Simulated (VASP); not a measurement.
A run of VASP 6.6.1:

POSCAR

```
BaTiO3
1.0
    4.0060000000      0.0000000000      0.0000000000
    0.0000000000      4.0060000000      0.0000000000
    0.0000000000      0.0000000000      4.0060000000
Ba Ti O
1 1 3
Direct
    0.5000000000      0.5000000000      0.5000000000
    0.0000000000      0.0000000000      0.0000000000
    0.5000000000      0.0000000000      0.0000000000
    0.0000000000      0.5000000000      0.0000000000
    0.0000000000      0.0000000000      0.5000000000
```

Contents of INCAR.step1:

```
SYSTEM = BaTiO3
PREC = Accurate
ENCUT = 600
ISMEAR = 0
SIGMA = 0.01
LREAL = .FALSE.
LASPH = .TRUE.
NELM = 60
GGA = PE
ALGO = Normal
EDIFF = 1E-4
LWAVE = .TRUE.
LCHARG = .FALSE.
```

Contents of INCAR.step2:

```
SYSTEM = BaTiO3
PREC = Accurate
ENCUT = 600
EDIFF = 1E-6
ISMEAR = 0
SIGMA = 0.01
LREAL = .FALSE.
LASPH = .TRUE.
NELM = 60
ALGO = Normal
ISIF = 3
LWAVE = .FALSE.
LCHARG = .FALSE.
METAGGA = R2SCAN
LMIXTAU = .TRUE.
IBRION = 2
NSW = 80
EDIFFG = -0.01
ISTART = 1
```

The input KPOINTS:

```
regular mesh
0
G
  3 3 3
  0 0 0
```

Potentials or basis: VASP PAW PBE potentials, release 64 (Ba_sv, Ti_sv, O).

Launch:

```console
$ cat potpaw_PBE.64/Ba_sv/POTCAR potpaw_PBE.64/Ti_sv/POTCAR potpaw_PBE.64/O/POTCAR > POTCAR
$ cp INCAR.step1 INCAR
$ mpirun -np 1 vasp_std > vasp.out
$ cp INCAR.step2 INCAR
$ mpirun -np 1 vasp_std > vasp.out
```

Hardware: 1 thread of AMD EPYC 7R13 (shared host).

Question: Estimate the wall time of this run.

Answer: It took 3.4 min on 1 thread of AMD EPYC 7R13, with other jobs on the host, peak memory 0.17 GiB. Counts: k points 4, ion steps 3.
